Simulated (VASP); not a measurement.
Al: single point with PBEsol

Al:

```xyz
4
Lattice="2.8363 -0.1132 -0.0146 -1.5162 2.2316 0.0248 -0.0481 0.0663 10.3894" Properties=species:S:1:pos:R:3 pbc="T T T"
Al    0.0167    0.0124   -0.0072
Al   -0.0851    1.4628    2.6200
Al   -0.0383    0.0294    5.1880
Al    1.3546    0.7132    7.7935
```

| Quantity | Value |
| --- | --- |
| Program | VASP 6.6.1 |
| Task | single point |
| Functional | PBEsol |
| Potentials or basis | VASP PAW PBE potentials, release 64 (Al) |
| Cutoff | 520 eV |
| k mesh | 12 × 12 × 4 |
| Occupations | gaussian, width 0.15 eV |
| Spin | no spin polarisation |
| Dipole correction | no |
| Further INCAR settings | ALGO = Fast; EDIFF = 1e-06; NBANDS = 14 |

```
Pressure               : 7.3 GPa
Largest force          : 0.062 eV/Å
Band gap on the k mesh : zero (band 6 reaches 10.93 eV, above the bottom of band 7 at 5.91 eV)
```

Forces on the atoms (eV/Å):
```
Al  -0.006 -0.005  0.038
Al   0.021 -0.006 -0.058
Al   0.004 -0.005  0.041
Al  -0.019  0.016 -0.020
```

Stress tensor (GPa, compression positive):
```
 7.04  7.77  0.11
 7.77 20.83 -0.27
 0.11 -0.27 -5.84
```

Levels at points of the mesh, in eV from the Fermi level:
```
           k point  band 3  band 4  band 5  band 6  band 7  band 8  band 9  band 10
(0.00, 0.00, 0.00)   -9.88   -6.39   -5.37    0.59    0.63    8.99    9.24    11.06
(0.50, 0.00, 0.00)   -3.59   -3.45   -2.65   -2.49    0.26    0.81    1.19     1.48
(0.00, 0.50, 0.00)   -3.05   -2.76   -1.86   -1.55    0.97    1.56    1.99     2.14
(0.50, 0.50, 0.00)   -4.33   -4.18   -3.89   -3.68   -0.71   -0.42    0.17     0.66
(0.00, 0.00, 0.50)   -8.26   -8.24   -2.89   -2.88    4.65    4.67   11.18    11.27
(0.50, 0.00, 0.50)   -3.96   -3.96   -1.70   -1.69   -0.97   -0.96    3.53     3.54
(0.00, 0.50, 0.50)   -3.26   -3.17   -1.05   -0.84   -0.27   -0.03    4.05     4.26
(0.50, 0.50, 0.50)   -4.96   -4.95   -2.76   -2.52   -2.25   -1.98    2.31     2.70
```

Wall time 82 s on 1 thread of Intel(R) Xeon(R) 6975P-C (Granite Rapids) (shared host), peak memory 0.32 GiB.

Caveat: the PAW data sets were made with another functional, which shifts forces and pressure a little.
